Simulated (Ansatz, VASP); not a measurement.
Cr in VASP and in Ansatz

```xyz
1
Lattice="-1.4420 1.4456 1.4456 1.4420 -1.4383 1.4383 1.4420 1.4383 -1.4383" Properties=species:S:1:pos:R:3 pbc="T T T"
Cr    0.0000    0.0000    0.0000
```

Change from the starting cell: strain +0.0050 x Voigt [0, 0, 0, 1, 0, 0], atoms carried along.

Alike in both runs: task single point; functional PBE; k mesh 24 × 24 × 24; occupations gaussian, width 0.15 eV; no spin polarisation.

|  | VASP | Ansatz |
| --- | --- | --- |
| version | VASP 6.6.1 | Ansatz 0.2.0 |
| potentials or method | VASP PAW PBE potentials, release 64 (Cr_pv), cutoff 520 eV | scalar-relativistic, plane waves, PAW |
| valence electrons in the cell | 12 | 14 |

|  | VASP | Ansatz | Ansatz less VASP |
| --- | --- | --- | --- |
| gap on the k mesh at the Fermi level (eV) | none | none | - |
| pressure (GPa) | -9.4 | -8.9 | +0.45 |
| traceless stress, the component that is largest in VASP (GPa) | -0.44 | -0.45 | -0.010 |

A gap of «none» marks a metal or a gap that the smearing closes. VASP's potentials hold 12 valence electrons a cell and Ansatz's 14, so a difference there can come from the potentials and not from the codes.
